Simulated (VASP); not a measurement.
# RbBr (Fm-3m) in VASP: single point with PBE

Aim: the single point of RbBr with PBE.

Program: VASP 6.6.1. These are calculated values, not measurements. Logs are shortened: lines on timing, memory, paths and dates and some standing lists are left out, and cuts for length are marked.

## Step 1: The cell of the first run

Symmetry: Fm-3m, No. 225, cubic system. Conventional cell: a = 7.018 Å, b = 7.018 Å, c = 7.018 Å, α = 90.00°, β = 90.00°, γ = 90.00°. Rb (site symmetry m-3m) has 6 Br at 3.51 Å within 4.6 Å. Within 4.6 Å of Br (site symmetry m-3m) lie 6 Rb at 3.51 Å.

## Step 2: Single point, PBE

Input file INCAR:

```
SYSTEM = RbBr
PREC = Accurate
ENCUT = 520
EDIFF = 1E-6
ISMEAR = 0
SIGMA = 0.02
LREAL = .FALSE.
LASPH = .TRUE.
NELM = 80
ALGO = Normal
ISIF = 2
LWAVE = .FALSE.
LCHARG = .FALSE.
GGA = PE
NBANDS = 33
```

Input file KPOINTS:

```
Automatic mesh
0
G
  6 6 2
  0 0 0
```

Input file POSCAR:

```
RbBr
1.0
    4.9621272024      0.0000000000      0.0000000000
   -2.4810636012      4.2973282141      0.0000000000
    0.0000000000      0.0000000000     12.1546809292
Rb Br
3 3
Direct
    0.0000000000      0.0000000000      0.0000000000
    0.3333333333      0.6666666667      0.3333333333
    0.6666666667      0.3333333333      0.6666666667
    0.6666666667      0.3333333333      0.1666666667
    0.0000000000      0.0000000000      0.5000000000
    0.3333333333      0.6666666667      0.8333333333
```

Potentials or basis: VASP PAW PBE potentials, release 64 (Rb_sv, Br).

On the command line:

```sh
cat potpaw_PBE.64/Rb_sv/POTCAR potpaw_PBE.64/Br/POTCAR > POTCAR
mpirun -np 1 vasp_std > vasp.out
```

OUTCAR:

```text
SYSTEM = RbBr
   PREC = Accurate
   ENCUT = 520
   EDIFF = 1E-6
   ISMEAR = 0
   LREAL = .FALSE.
   LASPH = .TRUE.
   NELM = 80
   ISIF = 2
   GGA = PE

 ion  position               nearest neighbor table
   1  0.000  0.000  0.000-   4 3.51   6 3.51   4 3.51   6 3.51   4 3.51   6 3.51   2 4.96   3 4.96
                             2 4.96   3 4.96   3 4.96   2 4.96
   2  0.333  0.667  0.333-   4 3.51   4 3.51   5 3.51   4 3.51   5 3.51   5 3.51   1 4.96   1 4.96
                             1 4.96   3 4.96   3 4.96   3 4.96
   3  0.667  0.333  0.667-   6 3.51   6 3.51   6 3.51   5 3.51   5 3.51   5 3.51   1 4.96   1 4.96
                             1 4.96   2 4.96   2 4.96   2 4.96
   4  0.667  0.333  0.167-   2 3.51   2 3.51   2 3.51   1 3.51   1 3.51   1 3.51
   5  0.000  0.000  0.500-   2 3.51   3 3.51   3 3.51   2 3.51   3 3.51   2 3.51
   6  0.333  0.667  0.833-   3 3.51   3 3.51   3 3.51   1 3.51   1 3.51   1 3.51

  LATTYP: Found a hexagonal cell.
 ALAT       =     4.9621272024
 C/A-ratio  =     2.4494899936

  Lattice vectors:

 A1 = (   4.9621272024,   0.0000000000,   0.0000000000)
 A2 = (  -2.4810636012,   4.2973282141,   0.0000000000)
 A3 = (   0.0000000000,   0.0000000000,  12.1546809292)

Analysis of symmetry for initial positions (statically):
=====================================================================
 Subroutine PRICEL returns following result:

  LATTYP: Found a face centered cubic cell.
 ALAT       =     7.0175080662

  Lattice vectors:

 A1 = (   2.4810636010,  -1.4324427379,   4.0515603093)
 A2 = (  -0.0000000002,   2.8648854762,   4.0515603093)
 A3 = (  -2.4810636007,  -1.4324427383,   4.0515603105)

   3 primitive cells build up your supercell.

 Routine SETGRP: Setting up the symmetry group for a
 hexagonal supercell.

 Subroutine GETGRP returns: Found 12 space group operations
 (whereof 12 operations were pure point group operations)
 out of a pool of 24 trial point group operations.

The static configuration has the point symmetry D_3d.

Analysis of symmetry for dynamics (positions and initial velocities):
=====================================================================
 Subroutine PRICEL returns following result:

  LATTYP: Found a face centered cubic cell.
 ALAT       =     7.0175080662

  Lattice vectors:

 A1 = (   2.4810636010,  -1.4324427379,   4.0515603093)
 A2 = (  -0.0000000002,   2.8648854762,   4.0515603093)
 A3 = (  -2.4810636007,  -1.4324427383,   4.0515603105)

   3 primitive cells build up your supercell.

 Routine SETGRP: Setting up the symmetry group for a
 hexagonal supercell.

 Subroutine GETGRP returns: Found 12 space group operations
 (whereof 12 operations were pure point group operations)
 out of a pool of 24 trial point group operations.

The dynamic configuration has the point symmetry D_3d.

 Subroutine INISYM returns: Found 12 space group operations
 (whereof 12 operations are pure point group operations),
 and found     3 'primitive' translations

----------------------------------------------------------------------------------------

                                     Primitive cell

  volume of cell :      86.3950

  direct lattice vectors                    reciprocal lattice vectors
     2.481063601 -1.432442738  4.051560309     0.201526474 -0.116351364  0.082272830
    -0.000000000  2.864885476  4.051560309     0.000000000  0.232702728  0.082272830
    -2.481063601 -1.432442738  4.051560311    -0.201526474 -0.116351364  0.082272830

  length of vectors
     4.962127541  4.962127541  4.962127542     0.246818513  0.246818513  0.246818513

  position of ions in fractional coordinates (direct lattice)
     0.000000000  0.000000000  0.000000000
     0.500000000  0.500000000  0.500000000

  ion indices of the primitive-cell ions
   primitive index   ion index
                 1           1
                 2           4

----------------------------------------------------------------------------------------

 KPOINTS: Automatic mesh

Automatic generation of k-mesh.
 Grid dimensions read from file:
 generate k-points for:    6    6    2

 Generating k-lattice:

  Cartesian coordinates                     Fractional coordinates (reciprocal lattice)
     0.033587746  0.019391894  0.000000000     0.166666667  0.000000000  0.000000000
     0.000000000  0.038783788  0.000000000     0.000000000  0.166666667  0.000000000
     0.000000000  0.000000000  0.041136415     0.000000000  0.000000000  0.500000000

  Length of vectors
     0.038783788  0.038783788  0.041136415

  Shift w.r.t. Gamma in fractional coordinates (k-lattice)
     0.000000000  0.000000000  0.000000000

 Subroutine IBZKPT returns following result:
 ===========================================

 Found     14 irreducible k-points:

 Following reciprocal coordinates:
            Coordinates               Weight
  0.000000  0.000000  0.000000      1.000000
  0.166667  0.000000  0.000000      6.000000
  0.333333  0.000000  0.000000      6.000000
  0.500000  0.000000  0.000000      3.000000
  0.166667  0.166667  0.000000      6.000000
  0.333333  0.166667  0.000000     12.000000
  0.333333  0.333333  0.000000      2.000000
  0.000000  0.000000  0.500000      1.000000
  0.166667  0.000000  0.500000      6.000000
  0.333333  0.000000  0.500000      6.000000
  0.500000  0.000000  0.500000      3.000000
  0.166667  0.166667  0.500000      6.000000
  0.333333  0.166667  0.500000     12.000000
  0.333333  0.333333  0.500000      2.000000
   k-points           NKPTS =     14   k-points in BZ     NKDIM =     14   number of bands    NBANDS=     33
   number of dos      NEDOS =    301   number of ions     NIONS =      6
   total plane-waves  NPLWV = 144000
   dimension x,y,z NGX =    40 NGY =   40 NGZ =   90
   dimension x,y,z NGXF=    80 NGYF=   80 NGZF=  180
   ions per type =               3   3
   NGX,Y,Z   is equivalent  to a cutoff of  13.40, 13.40, 12.31 a.u.
   NGXF,Y,Z  is equivalent  to a cutoff of  26.80, 26.80, 24.62 a.u.
 SYSTEM =  RbBr
   PREC   = accura    normal or accurate (medium, high low for compatibility)
   ISTART =      0    job   : 0-new  1-cont  2-samecut
   ICHARG =      2    charge: 1-file 2-atom 10-const
   ISPIN  =      1    spin polarized calculation?
   LNONCOLLINEAR =      F non collinear calculations
   LSORBIT =      F    spin-orbit coupling
   LASPH  =      T    aspherical Exc in radial PAW
   ENCUT  =  520.0 eV  38.22 Ry    6.18 a.u.   9.23  9.23 22.60*2*pi/ulx,y,z
   NELM   =     80;   NELMIN=  2; NELMDL= -5     # of ELM steps
   EDIFF  = 0.1E-05   stopping-criterion for ELM
   LREAL  =      F    real-space projection
   EDIFFG = 0.1E-04   stopping-criterion for IOM
   NSW    =      0    number of steps for IOM
   IBRION =     -1    ionic relax: 0-MD 1-quasi-New 2-CG
   NFREE  =      0    steps in history (QN), initial steepest desc. (CG)
   ISIF   =      2    stress and relaxation
   ISYM   =      2    0-nonsym 1-usesym 2-fastsym
   POTIM  = 0.5000    time-step for ionic-motion
   TEBEG  =    0.0;   TEEND  =   0.0 temperature during run
   PSTRESS=    0.0 pullay stress
   NELECT =      48.0000    total number of electrons
   NUPDOWN=      -1.0000    fix difference up-down
   EMIN   =  10.00;   EMAX   =-10.00  energy-range for DOS
   EFERMI =   0.00;   METHOD = LEGACY
   ISMEAR =     0;   SIGMA  =   0.02  broadening in eV -4-tet -1-fermi 0-gaus
   EFERMI_NEDOS =   21; number of points for ismear=-14 and -15
   IALGO  =     38    algorithm
   IMIX   =      4    mixing-type and parameters
     AMIX     =   0.40;   BMIX     =  1.00
     AMIX_MAG =   1.60;   BMIX_MAG =  1.00
  volume/ion in A,a.u.               =      43.20       291.51
  Fermi-wavevector in a.u.,A,eV,Ry     =   0.933151  1.763400 11.847555  0.870771
  Thomas-Fermi vector in A             =   2.059823
   LORBIT       =      0    0 simple, 1 ext, 2 COOP (PROOUT), +10 PAW based schemes
   GGA     = PE    functional components
   LHFCALC =     F    Hartree Fock is set to
   AEXX    =    0.0000 exact exchange contribution
   IVDW    =     0    specifies the selected vdW correction
   LEPSILON=     F    determine dielectric tensor
   LRPA    =     F    only Hartree local field effects (RPA)
 non-spin polarized calculation
 Gauss-broadening in eV      SIGMA  =   0.02
  energy-cutoff  :      520.00
  volume of cell :      259.19
 maximum number of plane-waves:      7006
 NGX is ok and might be reduce to    40
   NGX = 19   NGY = 19   NGZ = 45

 number of electron      47.9999998 magnetization

 Free energy of the ion-electron system (eV)
  ---------------------------------------------------
  ext. energy  EPLUGINS =         0.00000000
  ---------------------------------------------------
  free energy    TOTEN  =       -18.34680782 eV

  energy without entropy =      -18.34680782  energy(sigma->0) =      -18.34680782

 E-fermi :  -1.8787     XC(G=0):  -6.9581

 val. band max:       -2.0055345866   @ k =   0.0000   0.0000   0.0000
 cond. band min:       2.1830923864   @ k =   0.0000   0.0000   0.0000
 fundamental gap:      4.1886269729
 Fermi energy:        -1.8787340135

 k-point     1 :       0.0000    0.0000    0.0000
  band No.  band energies     occupation
      1     -26.5746      2.00000
      2     -26.5698      2.00000
      3     -26.5698      2.00000
      4     -14.1417      2.00000
      5     -14.1417      2.00000
      6     -14.1205      2.00000
[... 25 lines left out ...]
     32       5.2459      0.00000
     33       6.0866      0.00000

 k-point     2 :       0.1667    0.0000    0.0000
  band No.  band energies     occupation
      1     -26.5732      2.00000
      2     -26.5690      2.00000
      3     -26.5690      2.00000
      4     -14.1334      2.00000
      5     -14.1279      2.00000
      6     -14.1263      2.00000
[... 25 lines left out ...]
     32       5.5951      0.00000
     33       6.3208      0.00000

 k-point     3 :       0.3333    0.0000    0.0000
  band No.  band energies     occupation
      1     -26.5701      2.00000
      2     -26.5677      2.00000
      3     -26.5673      2.00000
      4     -14.1337      2.00000
      5     -14.1262      2.00000
      6     -14.0944      2.00000
[... 25 lines left out ...]
     32       6.4381      0.00000
     33       6.5482      0.00000

 k-point     4 :       0.5000    0.0000    0.0000
  band No.  band energies     occupation
      1     -26.5678      2.00000
      2     -26.5678      2.00000
      3     -26.5664      2.00000
      4     -14.1308      2.00000
      5     -14.1308      2.00000
      6     -14.0755      2.00000
[... 25 lines left out ...]
     32       6.8963      0.00000
     33       6.9833      0.00000

 k-point     5 :       0.1667    0.1667    0.0000
  band No.  band energies     occupation
      1     -26.5709      2.00000
      2     -26.5678      2.00000
      3     -26.5678      2.00000
      4     -14.1320      2.00000
      5     -14.1154      2.00000
      6     -14.1154      2.00000
[... 244 lines left out ...]
 k-point    12 :       0.1667    0.1667    0.5000
  band No.  band energies     occupation
      1     -26.5699      2.00000
      2     -26.5699      2.00000
      3     -26.5668      2.00000
      4     -14.1266      2.00000
      5     -14.1266      2.00000
      6     -14.1096      2.00000
[... 25 lines left out ...]
     32       6.5376      0.00000
     33       6.5399      0.00000

 k-point    13 :       0.3333    0.1667    0.5000
  band No.  band energies     occupation
      1     -26.5681      2.00000
      2     -26.5675      2.00000
      3     -26.5664      2.00000
      4     -14.1343      2.00000
      5     -14.1075      2.00000
      6     -14.0954      2.00000
[... 25 lines left out ...]
     32       6.5381      0.00000
     33       6.6646      0.00000

 k-point    14 :       0.3333    0.3333    0.5000
  band No.  band energies     occupation
      1     -26.5668      2.00000
      2     -26.5668      2.00000
      3     -26.5668      2.00000
      4     -14.1096      2.00000
      5     -14.1096      2.00000
      6     -14.1096      2.00000
[... 25 lines left out ...]
     32       6.2379      0.00000
     33       6.2458      0.00000

------------------------ aborting loop because EDIFF is reached ----------------------------------------

  FORCE on cell =-STRESS in cart. coord.  units (eV):
  Direction    XX          YY          ZZ          XY          YZ          ZX
  --------------------------------------------------------------------------------------
  -------------------------------------------------------------------------------------
  Total        0.0299239      0.0299239      0.0304234      0.0000000      0.0000000      0.0000000
  in kB        0.1849778      0.1849778      0.1880654      0.0000000      0.0000000      0.0000000
  external PRESSURE =       0.1860070 kB  Pullay stress =       0.0000000 kB

 VOLUME and BASIS-vectors are now :
 -----------------------------------------------------------------------------
  energy-cutoff  :      520.00
  volume of cell :      259.19
      direct lattice vectors                 reciprocal lattice vectors
     4.962127202  0.000000000  0.000000000     0.201526474  0.116351364  0.000000000
    -2.481063601  4.297328214  0.000000000     0.000000000  0.232702728  0.000000000
     0.000000000  0.000000000 12.154680929     0.000000000  0.000000000  0.082272830

 POSITION                                       TOTAL-FORCE (eV/Angst)
 -----------------------------------------------------------------------------------
      0.00000      0.00000      0.00000        -0.000000      0.000000      0.000000
     -0.00000      2.86489      4.05156         0.000000      0.000000      0.000000
      2.48106      1.43244      8.10312        -0.000000     -0.000000     -0.000000
      2.48106      1.43244      2.02578         0.000000      0.000000      0.000000
      0.00000      0.00000      6.07734         0.000000      0.000000      0.000000
     -0.00000      2.86489     10.12890         0.000000      0.000000      0.000000
 -----------------------------------------------------------------------------------
    total drift:                                0.000000     -0.000000     -0.000000

  FREE ENERGIE OF THE ION-ELECTRON SYSTEM (eV)
  ---------------------------------------------------
  free  energy   TOTEN  =       -18.3468078201 eV

  energy  without entropy=      -18.3468078201  energy(sigma->0) =      -18.34680782
```

Wall time 2.1 min (1 thread of AMD EPYC 7R43 (Zen 3), shared host); peak memory 0.37 GiB.

Results:

| Item | Value |
| --- | --- |
| Free energy | -18.3468 eV |
| Pressure | 0.0 GPa |
| Band gap on the k mesh | 4.19 eV |

Levels at points of the mesh, in eV from the valence-band top:
```tsv
k point	band 20	band 21	band 22	band 23	band 24	band 25	band 26	band 27	band 28	band 29
(0.00, 0.00, 0.00)	-0.23	-0.23	0.00	0.00	0.00	4.19	6.00	6.00	7.17	7.17
(0.50, 0.00, 0.00)	-0.31	-0.26	-0.26	-0.15	-0.15	5.67	6.65	6.65	6.86	7.20
(0.00, 0.00, 0.50)	-0.27	-0.08	-0.08	-0.08	-0.08	4.78	4.78	6.63	7.11	7.11
(0.50, 0.00, 0.50)	-0.30	-0.27	-0.27	-0.19	-0.19	6.05	6.05	6.63	6.99	6.99
```

PBE gaps usually lie below the measured ones, often by a third to a half.
